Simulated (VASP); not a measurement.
Write the native input for VASP 6.6.1 that does the following.

| Property | Result |
| --- | --- |
| Task | relaxation of cell and atoms |
| Functional | PBE |
| Potentials or basis | VASP PAW PBE potentials, release 64 (Rb_sv) |
| Cutoff | 600 eV |
| k mesh | 8 × 8 × 2 |
| Occupations | fermi-dirac, width 0.08 eV |
| Spin | no spin polarisation |
| Target pressure | 0.43 GPa |
| Dipole correction | no |
| Further INCAR settings | ALGO = Normal; EDIFF = 1e-06; IBRION = 2; EDIFFG = -0.005; NSW = 60; ISIF = 3 |

The structure of Rb lies in POSCAR:

```
Rb
1.0
    4.8629616458      0.0000000000      0.0000000000
   -2.4314808229      4.2114483229      0.0000000000
    0.0000000000      0.0000000000     15.8046253488
Rb
4
Direct
    0.0000000000      0.0000000000      0.0000000000
    0.0000000000      0.0000000000      0.5000000000
    0.3333333333      0.6666666667      0.2500000000
    0.6666666667      0.3333333333      0.7500000000
```

This isn't the form of Rb at room conditions, which is bcc.

One way to write it, as run:

INCAR

```
SYSTEM = Rb
  PREC = Accurate
  ENCUT = 600
  EDIFF = 1E-6
  ISMEAR = -1
  SIGMA = 0.08
  LREAL = .FALSE.
  LASPH = .TRUE.
  NELM = 60
  ALGO = Normal
  ISIF = 3
  LWAVE = .FALSE.
  LCHARG = .FALSE.
  GGA = PE
  IBRION = 2
  NSW = 60
  EDIFFG = -0.005
  PSTRESS = 4.3
```

KPOINTS

```
regular mesh
0
G
  8 8 2
  0 0 0
```

Potentials or basis: VASP PAW PBE potentials, release 64 (Rb_sv).

Launch:

```sh
$ cat potpaw_PBE.64/Rb_sv/POTCAR > POTCAR
$ mpirun -np 1 vasp_std > vasp.out
```

It gave:

The pressure after relaxing is 0.4 GPa and the band gap on the k mesh is zero (bands 18 and 19 overlap by 1.99 eV).

Caveat: the cell is relaxed towards a set pressure, so the run minimises the enthalpy, not the energy.

It took 4 min on 1 thread of Intel Xeon 8259CL, with other jobs on the host, peak memory 0.53 GiB.
